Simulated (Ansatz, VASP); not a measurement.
## BaHf3H2: VASP beside Ansatz

```xyz
6
Lattice="-2.4600 2.4600 4.4430 2.4600 -2.4600 4.4430 2.4600 2.4600 -4.4430" Properties=species:S:1:pos:R:3 pbc="T T T"
Ba    0.0000    0.0000    0.0000
Hf    0.0000    2.4600    2.2215
Hf    2.4600    0.0000    2.2215
Hf    0.0000    0.0000    4.4430
H     0.0000    2.4600    0.0000
H     2.4600    0.0000    0.0000
```

Alike in both runs: functional PBE; k mesh 12 × 12 × 12; occupations gaussian, width 0.1 eV; no spin polarisation.

Ansatz relaxed the structure, and its values are those at the end. VASP's run is a single point on that final structure, the one shown.

|  | VASP | Ansatz |
| --- | --- | --- |
| version | VASP 6.6.1 | Ansatz 0.2.0 |
| potentials or method | VASP PAW PBE potentials, release 64 (Ba_sv, Hf_pv, H), cutoff 520 eV | scalar-relativistic, plane waves, PAW |
| valence electrons in the cell | 42 | 90 |

|  | VASP | Ansatz | Ansatz less VASP |
| --- | --- | --- | --- |
| gap on the k mesh at the Fermi level (eV) | none | none | - |
| pressure (GPa) | 0.5 | 0.0 | -0.54 |

A gap of «none» marks a metal or a gap that the smearing closes. The functional is the same, so the differences come from potentials, cutoffs and numerics. VASP's potentials hold 42 valence electrons a cell and Ansatz's 90, so a difference there can come from the potentials and not from the codes.

Neither program's run includes spin-orbit coupling.
